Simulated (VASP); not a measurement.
Here is a VASP 6.6.1 calculation.

File POSCAR:

```
Mg2Si
1.0
    0.0000000000      3.1848080027      3.1623700939
    3.1848080027      0.0000000000      3.1623700939
    3.1848080027      3.1848080027      0.0000000000
Si Mg
1 2
Direct
    0.0000000000      0.0000000000      0.0000000000
    0.2500000000      0.2500000000      0.2500000000
    0.7500000000      0.7500000000      0.7500000000
```

The input INCAR.step1:

```
ALGO = Normal
EDIFF = 1E-5
ENCUT = 660
GGA = PE
GGA_COMPAT = False
ISMEAR = 0
LASPH = True
LCHARG = False
LREAL = False
LWAVE = True
NBANDS = 11
NELM = 120
PREC = Accurate
SIGMA = 0.01
```

File INCAR.step2:

```
ALGO = Normal
EDIFF = 1E-6
ENCUT = 660
GGA_COMPAT = False
ISIF = 2
ISMEAR = 0
ISTART = 1
LASPH = True
LCHARG = False
LMIXTAU = True
LREAL = False
LWAVE = False
METAGGA = R2SCAN
NBANDS = 11
NELM = 120
PREC = Accurate
SIGMA = 0.01
```

The input KPOINTS:

```
k-points
0
Gamma
  8 8 8
```

Potentials or basis: VASP PAW PBE potentials, release 64 (Si, Mg).

Run with:

```console
$ cat potpaw_PBE.64/Si/POTCAR potpaw_PBE.64/Mg/POTCAR > POTCAR
$ cp INCAR.step1 INCAR
$ mpirun -np 1 vasp_std > vasp.out
$ cp INCAR.step2 INCAR
$ mpirun -np 1 vasp_std > vasp.out
```

**Question.** What does it give for the band gap on the k mesh?

**Answer.** 0.41 eV (least direct gap 2.42 eV).

**Question.** What does it give for the pressure?

**Answer.** -0.7 GPa.

Stress tensor (GPa, compression positive):
```
-0.98  0.00  0.00
 0.00 -0.98  0.00
 0.00  0.00 -0.24
```

Caveat: the cell differs from its parent crystal (epitaxial xy strain +0.5%); the PAW data sets were made with another functional, which shifts forces and pressure a little. A k mesh can miss the band edges.
